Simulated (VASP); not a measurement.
# Na3F4 (Im-3m) in VASP: a series of runs

Runs on Na3F4. Level: PBE. Tasks: single point, relaxation of cell and atoms.

All numbers are computed with VASP 6.6.1; they aren't measurements. Logs are shortened: lines on timing, memory, paths and dates and some standing lists are left out, and cuts for length are marked.

## Step 1: The cell of the first run

The structure is cubic, space group Im-3m (No. 229). The conventional cell has a = 5.653 Å, b = 5.653 Å, c = 5.653 Å, α = 90.00°, β = 90.00°, γ = 90.00°. Within 3.2 Å of Na (site symmetry 4/mmm) lie 8 F at 2.45 Å and 4 Na at 2.83 Å. Within 3.2 Å of F (site symmetry -3m) lie 6 Na at 2.45 Å and 6 F at 2.83 Å.

## Step 2: Single point, PBE, collinear spin, ferromagnetic start

INCAR

```
  PREC = Accurate
  ENCUT = 520
  EDIFF = 1E-6
  ISMEAR = 0
  SIGMA = 0.1
  LREAL = F
  LASPH = T
  NELM = 150
  ALGO = Normal
  ISIF = 2
  LWAVE = F
  LCHARG = F
  ISPIN = 2
  MAGMOM = 0 0 0 1 1 1 1
  LORBIT = 11
  GGA = PE
  NBANDS = 38
```

KPOINTS

```
regular mesh
0
Gamma
  4 4 4
```

POSCAR

```
Na3F4
1.0
   -2.8266749263      2.8266749263      2.8266749263
    2.8266749263     -2.8266749263      2.8266749263
    2.8266749263      2.8266749263     -2.8266749263
Na F
3 4
Direct
    0.0000000000      0.5000000000      0.5000000000
    0.5000000000      0.0000000000      0.5000000000
    0.5000000000      0.5000000000      0.0000000000
    0.5000000000      0.5000000000      0.5000000000
    0.0000000000      0.0000000000      0.5000000000
    0.0000000000      0.5000000000      0.0000000000
    0.5000000000      0.0000000000      0.0000000000
```

Potentials or basis: VASP PAW PBE potentials, release 64 (Na_pv, F).

The run is started by

```bash
> cat potpaw_PBE.64/Na_pv/POTCAR potpaw_PBE.64/F/POTCAR > POTCAR
> mpirun -np 1 vasp_std > vasp.out
```

OUTCAR:

```text
PREC = Accurate
   ENCUT = 520
   EDIFF = 1E-6
   ISMEAR = 0
   LREAL = F
   LASPH = T
   NELM = 150
   ISIF = 2
   ISPIN = 2
   LORBIT = 11
   GGA = PE

 ion  position               nearest neighbor table
   1  0.000  0.500  0.500-
   2  0.500  0.000  0.500-
   3  0.500  0.500  0.000-
   4  0.500  0.500  0.500-
   5  0.000  0.000  0.500-
   6  0.000  0.500  0.000-
   7  0.500  0.000  0.000-

  LATTYP: Found a body centered cubic cell.
 ALAT       =     5.6533498526

  Lattice vectors:

 A1 = (  -2.8266749263,   2.8266749263,   2.8266749263)
 A2 = (   2.8266749263,  -2.8266749263,   2.8266749263)
 A3 = (   2.8266749263,   2.8266749263,  -2.8266749263)

Analysis of symmetry for initial positions (statically):
=====================================================================
 Subroutine PRICEL returns:
 Original cell was already a primitive cell.

 Routine SETGRP: Setting up the symmetry group for a
 body centered cubic supercell.

 Subroutine GETGRP returns: Found 48 space group operations
 (whereof 48 operations were pure point group operations)
 out of a pool of 48 trial point group operations.

The static configuration has the point symmetry O_h .

Analysis of symmetry for dynamics (positions and initial velocities):
=====================================================================
 Subroutine PRICEL returns:
 Original cell was already a primitive cell.

 Routine SETGRP: Setting up the symmetry group for a
 body centered cubic supercell.

 Subroutine GETGRP returns: Found 48 space group operations
 (whereof 48 operations were pure point group operations)
 out of a pool of 48 trial point group operations.

The dynamic configuration has the point symmetry O_h .

Analysis of structural, dynamic, and magnetic symmetry:
=====================================================================
 Subroutine PRICEL returns:
 Original cell was already a primitive cell.

 Routine SETGRP: Setting up the symmetry group for a
 body centered cubic supercell.

 Subroutine GETGRP returns: Found 48 space group operations
 (whereof 48 operations were pure point group operations)
 out of a pool of 48 trial point group operations.

The overall configuration has the point symmetry O_h .

 Subroutine INISYM returns: Found 48 space group operations
 (whereof 48 operations are pure point group operations),
 and found     1 'primitive' translations

----------------------------------------------------------------------------------------

                                     Primitive cell

  volume of cell :      90.3416

  direct lattice vectors                    reciprocal lattice vectors
    -2.826674926  2.826674926  2.826674926     0.000000000  0.176886276  0.176886276
     2.826674926 -2.826674926  2.826674926     0.176886276  0.000000000  0.176886276
     2.826674926  2.826674926 -2.826674926     0.176886276  0.176886276  0.000000000

  length of vectors
     4.895944589  4.895944589  4.895944589     0.250154970  0.250154970  0.250154970

  position of ions in fractional coordinates (direct lattice)
     0.000000000  0.500000000  0.500000000
     0.500000000  0.000000000  0.500000000
     0.500000000  0.500000000  0.000000000
     0.500000000  0.500000000  0.500000000
     0.000000000  0.000000000  0.500000000
     0.000000000  0.500000000  0.000000000
     0.500000000  0.000000000  0.000000000

  ion indices of the primitive-cell ions
   primitive index   ion index
                 1           1
                 2           2
                 3           3
                 4           4
                 5           5
                 6           6
                 7           7

[... 26 lines left out ...]
 Following reciprocal coordinates:
            Coordinates               Weight
  0.000000  0.000000  0.000000      1.000000
  0.250000  0.000000  0.000000     12.000000
  0.500000  0.000000  0.000000      6.000000
  0.250000  0.250000  0.000000     24.000000
  0.250000  0.250000  0.250000      2.000000
 -0.250000  0.250000  0.250000      6.000000
  0.500000  0.500000  0.250000     12.000000
  0.500000  0.500000  0.500000      1.000000
   k-points           NKPTS =      8   k-points in BZ     NKDIM =      8   number of bands    NBANDS=     38
   number of dos      NEDOS =    301   number of ions     NIONS =      7
   total plane-waves  NPLWV =  46656
   dimension x,y,z NGX =    36 NGY =   36 NGZ =   36
   dimension x,y,z NGXF=    72 NGYF=   72 NGZF=   72
   ions per type =               3   4
   NGX,Y,Z   is equivalent  to a cutoff of  12.22, 12.22, 12.22 a.u.
   NGXF,Y,Z  is equivalent  to a cutoff of  24.45, 24.45, 24.45 a.u.
 SYSTEM =  unknown system
   PREC   = accura    normal or accurate (medium, high low for compatibility)
   ISTART =      0    job   : 0-new  1-cont  2-samecut
   ICHARG =      2    charge: 1-file 2-atom 10-const
   ISPIN  =      2    spin polarized calculation?
   LNONCOLLINEAR =      F non collinear calculations
   LSORBIT =      F    spin-orbit coupling
   LASPH  =      T    aspherical Exc in radial PAW
   ENCUT  =  520.0 eV  38.22 Ry    6.18 a.u.   9.10  9.10  9.10*2*pi/ulx,y,z
   NELM   =    150;   NELMIN=  2; NELMDL= -5     # of ELM steps
   EDIFF  = 0.1E-05   stopping-criterion for ELM
   LREAL  =      F    real-space projection
   EDIFFG = 0.1E-04   stopping-criterion for IOM
   NSW    =      0    number of steps for IOM
   IBRION =     -1    ionic relax: 0-MD 1-quasi-New 2-CG
   NFREE  =      0    steps in history (QN), initial steepest desc. (CG)
   ISIF   =      2    stress and relaxation
   ISYM   =      2    0-nonsym 1-usesym 2-fastsym
   POTIM  = 0.5000    time-step for ionic-motion
   TEBEG  =    0.0;   TEEND  =   0.0 temperature during run
   PSTRESS=    0.0 pullay stress
   NELECT =      49.0000    total number of electrons
   NUPDOWN=      -1.0000    fix difference up-down
   EMIN   =  10.00;   EMAX   =-10.00  energy-range for DOS
   EFERMI =   0.00;   METHOD = LEGACY
   ISMEAR =     0;   SIGMA  =   0.10  broadening in eV -4-tet -1-fermi 0-gaus
   EFERMI_NEDOS =   21; number of points for ismear=-14 and -15
   IALGO  =     38    algorithm
   IMIX   =      4    mixing-type and parameters
     AMIX     =   0.40;   BMIX     =  1.00
     AMIX_MAG =   1.60;   BMIX_MAG =  1.00
  volume/ion in A,a.u.               =      12.91        87.09
  Fermi-wavevector in a.u.,A,eV,Ry     =   1.335091  2.522957 24.251963  1.782469
  Thomas-Fermi vector in A             =   2.463822
   LORBIT       =     11    0 simple, 1 ext, 2 COOP (PROOUT), +10 PAW based schemes
   GGA     = PE    functional components
   LHFCALC =     F    Hartree Fock is set to
   AEXX    =    0.0000 exact exchange contribution
   IVDW    =     0    specifies the selected vdW correction
   LEPSILON=     F    determine dielectric tensor
   LRPA    =     F    only Hartree local field effects (RPA)
 spin polarized calculation
 Gauss-broadening in eV      SIGMA  =   0.10
  energy-cutoff  :      520.00
  volume of cell :       90.34
 maximum number of plane-waves:      2491
   NGX = 19   NGY = 19   NGZ = 19

 number of electron      48.9999926 magnetization       1.0000269

 Free energy of the ion-electron system (eV)
  ---------------------------------------------------
  ext. energy  EPLUGINS =         0.00000000
  ---------------------------------------------------
  free energy    TOTEN  =       -26.56372305 eV

  energy without entropy =      -26.53256819  energy(sigma->0) =      -26.54814562

 E-fermi :  -2.3219     XC(G=0):  -8.9595

 val. band max:       -2.3249820726   @ k =   0.0000   0.0000   0.0000
 cond. band min:      -2.3087055112   @ k =   0.5000   0.0000   0.0000
 fundamental gap:      0.0162765613
 Fermi energy:        -2.3218944543

 spin component 1

 k-point     1 :       0.0000    0.0000    0.0000
  band No.  band energies     occupation
      1     -22.4038      1.00000
      2     -22.2335      1.00000
      3     -22.2335      1.00000
      4     -22.2335      1.00000
      5     -22.0293      1.00000
      6     -22.0293      1.00000
[... 301 lines left out ...]
     35      17.5876      0.00000
     36      17.5876      0.00000
 Fermi energy:        -2.3218944543

 spin component 2

 k-point     1 :       0.0000    0.0000    0.0000
  band No.  band energies     occupation
      1     -22.2351      1.00000
      2     -22.2351      1.00000
      3     -22.2351      1.00000
      4     -22.0314      1.00000
      5     -22.0314      1.00000
      6     -22.0314      1.00000
[... 301 lines left out ...]
     35      17.7053      0.00000
     36      17.7053      0.00000
 [bands above 36 left out]

------------------------ aborting loop because EDIFF is reached ----------------------------------------

  FORCE on cell =-STRESS in cart. coord.  units (eV):
  Direction    XX          YY          ZZ          XY          YZ          ZX
  --------------------------------------------------------------------------------------
  -------------------------------------------------------------------------------------
  Total       -0.1346024     -0.1346024     -0.1346024     -0.0000000     -0.0000000      0.0000000
  in kB       -2.3871292     -2.3871292     -2.3871292     -0.0000000     -0.0000000      0.0000000
  external PRESSURE =      -2.3871292 kB  Pullay stress =       0.0000000 kB

 VOLUME and BASIS-vectors are now :
 -----------------------------------------------------------------------------
  energy-cutoff  :      520.00
  volume of cell :       90.34
      direct lattice vectors                 reciprocal lattice vectors
    -2.826674926  2.826674926  2.826674926     0.000000000  0.176886276  0.176886276
     2.826674926 -2.826674926  2.826674926     0.176886276  0.000000000  0.176886276
     2.826674926  2.826674926 -2.826674926     0.176886276  0.176886276  0.000000000

 POSITION                                       TOTAL-FORCE (eV/Angst)
 -----------------------------------------------------------------------------------
      2.82667      0.00000      0.00000         0.000000      0.000000     -0.000000
      0.00000      2.82667      0.00000        -0.000000     -0.000000     -0.000000
      0.00000      0.00000      2.82667         0.000000     -0.000000     -0.000000
      1.41334      1.41334      1.41334         0.000000      0.000000      0.000000
      1.41334      1.41334     -1.41334         0.000000     -0.000000      0.000000
      1.41334     -1.41334      1.41334        -0.000000      0.000000      0.000000
     -1.41334      1.41334      1.41334         0.000000      0.000000     -0.000000
 -----------------------------------------------------------------------------------
    total drift:                               -0.000000      0.000000      0.000000

  FREE ENERGIE OF THE ION-ELECTRON SYSTEM (eV)
  ---------------------------------------------------
  free  energy   TOTEN  =       -26.5637230516 eV

  energy  without entropy=      -26.5325681908  energy(sigma->0) =      -26.54814562

 total charge

# of ion       s       p       d       tot
------------------------------------------
    1        0.040   5.983   0.000   6.023
    2        0.040   5.983   0.000   6.023
    3        0.040   5.983   0.000   6.023
    4        1.738   4.285   0.000   6.024
    5        1.738   4.285   0.000   6.024
    6        1.738   4.285   0.000   6.024
    7        1.738   4.285   0.000   6.024
--------------------------------------------------
tot          7.072  35.091   0.000  42.163

 magnetization (x)

# of ion       s       p       d       tot
------------------------------------------
    1       -0.001  -0.001   0.000  -0.002
    2       -0.001  -0.001   0.000  -0.002
    3       -0.001  -0.001   0.000  -0.002
    4        0.001   0.225   0.000   0.226
    5        0.001   0.225   0.000   0.226
    6        0.001   0.225   0.000   0.226
    7        0.001   0.225   0.000   0.226
--------------------------------------------------
tot          0.002   0.898   0.000   0.900
```

It took 77 s on 1 thread of Oxide Virtual Turin-like, shared host; peak memory 0.21 GiB.

Results:

| Item | Value |
| --- | --- |
| Free energy | -26.5637 eV |
| Pressure | -0.2 GPa |
| Band gap on the k mesh | zero (filled and empty bands overlap) |
| Net moment | 1.00 μB per cell |
| Site moments | Na -0.00; F +0.23 μB |
| Valence electrons inside the program's atomic spheres | Na 6.02; F 6.02 |

Caveat: the k points lie up to 0.39 Å⁻¹ apart.

## Step 3: Single point, PBE, collinear spin, ferromagnetic start

This run uses another cell than the first one, of 16.68 Å³/atom, 1.293 times its volume.

INCAR

```
SYSTEM = Na3F4
PREC = Accurate ; ENCUT = 520
EDIFF = 1E-7 ; ISMEAR = 0
SIGMA = 0.1 ; LREAL = .FALSE.
LASPH = .TRUE. ; NELM = 150
ALGO = Normal ; ISIF = 2
LWAVE = .FALSE. ; LCHARG = .FALSE.
ISPIN = 2 ; MAGMOM = 0 0 0 1 1 1 1
LORBIT = 11 ; GGA = PE
NBANDS = 38
```

KPOINTS

```
regular mesh
0
G
  4 4 4
  0 0 0
```

Edit POSCAR of step 2 so:

```diff
@@ -2,5 +2,5 @@
 1.0
-   -2.8266749263      2.8266749263      2.8266749263
-    2.8266749263     -2.8266749263      2.8266749263
-    2.8266749263      2.8266749263     -2.8266749263
+   -3.0791384400      3.0791384400      3.0791384400
+    3.0791384400     -3.0791384400      3.0791384400
+    3.0791384400      3.0791384400     -3.0791384400
 Na F
```

Potentials or basis: VASP PAW PBE potentials, release 64 (Na_pv, F).

The run is started by

```bash
> cat potpaw_PBE.64/Na_pv/POTCAR potpaw_PBE.64/F/POTCAR > POTCAR
> mpirun -np 1 vasp_std > vasp.out
```

Wall time 2.5 min (1 thread of Oxide Virtual Turin-like, shared host); peak memory 0.25 GiB.

It converged, with:

* Free energy: -25.9853 eV
* Pressure: -5.8 GPa
* Band gap on the k mesh: zero (filled and empty bands overlap)
* Net moment: 1.00 μB per cell
* Site moments: Na -0.00; F +0.22 μB
* Valence electrons inside the program's atomic spheres: Na 5.99; F 5.99

Levels at points of the mesh, in eV from the Fermi level:
Spin up:
```
           k point  band 22  band 23  band 24  band 25  band 26  band 27  band 28  band 29
(0.00, 0.00, 0.00)    -0.58    -0.50    -0.32    -0.32     5.33    10.94    10.94    11.28
(0.50, 0.00, 0.00)    -0.94    -0.87    -0.48    -0.47     7.72     8.02    10.77    11.00
(0.50, 0.50, 0.50)    -0.54    -0.43    -0.43    -0.43     9.62     9.62     9.62     9.69
```
Spin down:
```csv
k point,band 20,band 21,band 22,band 23,band 24,band 25,band 26,band 27,band 28,band 29
"(0.00, 0.00, 0.00)",-0.13,-0.13,-0.13,-0.07,-0.07,0.28,5.39,10.94,10.94,11.38
"(0.50, 0.00, 0.00)",-0.64,-0.51,-0.48,-0.45,0.00,0.03,7.78,8.13,10.83,11.13
"(0.50, 0.50, 0.50)",-0.19,-0.19,-0.19,0.09,0.09,0.09,9.67,9.67,9.67,9.76
```

Caveat: the k points lie up to 0.36 Å⁻¹ apart.

## Step 4: Relaxation of cell and atoms, PBE, collinear spin, ferromagnetic start

This run uses another cell than the first one, of 16.68 Å³/atom, 1.293 times its volume.

INCAR

```
PREC     = Accurate       # precision mode
ENCUT    = 600            # plane-wave cutoff, eV
EDIFF    = 1E-6           # SCF threshold, eV
ISMEAR   = 0              # smearing method
SIGMA    = 0.1            # smearing width, eV
LREAL    = F              # projectors in reciprocal space
LASPH    = T              # aspherical terms in the spheres
NELM     = 150            # most SCF steps
ALGO     = Normal         # electronic algorithm
ISIF     = 3              # what is computed and relaxed
LWAVE    = F              # write WAVECAR
LCHARG   = F              # write CHGCAR
ISPIN    = 2              # spin polarisation
MAGMOM   = 0 0 0 1 1 1 1  # initial moments
LORBIT   = 11             # projections on sites
GGA      = PE             # functional
IBRION   = 2              # ionic algorithm
NSW      = 90             # ionic steps
EDIFFG   = -0.04          # ionic threshold
```

KPOINTS

```
Automatic mesh
0
Gamma
  4 4 4
```

POSCAR is that of step 3.

The run is started by

```bash
> cat potpaw_PBE.64/Na_pv/POTCAR potpaw_PBE.64/F/POTCAR > POTCAR
> mpirun -np 1 vasp_std > vasp.out
```

Wall time 9.4 min (1 thread of Oxide Virtual Turin-like, shared host); peak memory 0.38 GiB.

The run converged. Its results:

* Free energy: -26.6315 eV
* Relaxed volume: 12.80 Å³/atom
* Relaxed cell: a = 4.883 Å, b = 4.883 Å, c = 4.883 Å, α = 109.47°, β = 109.47°, γ = 109.47°
* Space group after relaxing (to 0.05 Å): Im-3m (No. 229)
* Energy gained by relaxing: 91.8 meV/atom
* Ionic steps: 5
* Pressure after relaxing: 0.0 GPa
* Band gap on the k mesh: zero (filled and empty bands overlap)
* Net moment: 1.00 μB per cell
* Site moments: Na -0.00; F +0.23 μB
* Valence electrons inside the program's atomic spheres: Na 6.02; F 6.02

The path:
```
step  energy change (eV)  largest force (eV/Å)  pressure (GPa)  volume (Å³)
   1              0.0000                0.0000           -5.81       116.77
   2             -0.3332                0.0000           -4.81       106.85
   3             -0.6204                0.0000           -1.68        93.58
   4             -0.6395                0.0000            0.68        88.13
   5             -0.6424                0.0000           -0.04        89.62
```

Final structure:
```
Na F
1.0
    -2.81909    2.81909    2.81909
     2.81909   -2.81909    2.81909
     2.81909    2.81909   -2.81909
Na F
3 4
Direct
  0.00000 0.50000 0.50000
  0.50000 0.00000 0.50000
  0.50000 0.50000 0.00000
  0.50000 0.50000 0.50000
  0.00000 0.00000 0.50000
  0.00000 0.50000 0.00000
  0.50000 0.00000 0.00000
```

Levels at points of the mesh, in eV from the Fermi level:
Spin up:
```csv
k point,band 22,band 23,band 24,band 25,band 26,band 27,band 28,band 29
"(0.00, 0.00, 0.00)",-0.60,-0.37,-0.28,-0.28,6.61,12.11,12.74,12.74
"(0.50, 0.00, 0.00)",-1.12,-1.10,-0.47,-0.46,9.58,9.63,12.59,12.92
"(0.50, 0.50, 0.50)",-0.50,-0.46,-0.46,-0.46,11.45,11.45,11.45,11.84
```
Spin down:
```
           k point  band 20  band 21  band 22  band 23  band 24  band 25  band 26  band 27  band 28  band 29
(0.00, 0.00, 0.00)    -0.14    -0.14    -0.14     0.00     0.00     0.40     6.69    12.19    12.74    12.74
(0.50, 0.00, 0.00)    -0.87    -0.74    -0.69    -0.62     0.01     0.05     9.66     9.78    12.71    13.00
(0.50, 0.50, 0.50)    -0.19    -0.19    -0.19     0.13     0.13     0.13    11.51    11.51    11.51    12.09
```

Caveat: the k points lie up to 0.39 Å⁻¹ apart in the final cell; the volume moved by over 15 % at a fixed basis, so the end points are rough.

## Step 5: Summary

```csv
task,cell,cutoff (eV),gap on the mesh (eV),pressure (GPa),moment (μB)
single point,"a = 4.896 Å, angles 109.5°, 7 atoms",520,none,-0.2,1.00
single point,"a = 5.333 Å, angles 109.5°, 7 atoms",520,none,-5.8,1.00
relaxation of cell and atoms,"relaxed from a = 5.333 Å, angles 109.5°, 7 atoms",600,none,0.0,1.00
```

Alike in all rows: level PBE; potentials or basis VASP PAW PBE potentials, release 64 (Na_pv, F); spin collinear, ferromagnetic start; k mesh 4 × 4 × 4; smearing gaussian 0.1 eV.

Caveats: all runs use coarse meshes; the volume moved by over 15 % at a fixed basis, so the end points are rough (some runs).

Absolute energies hang on the potentials; compare differences alone.
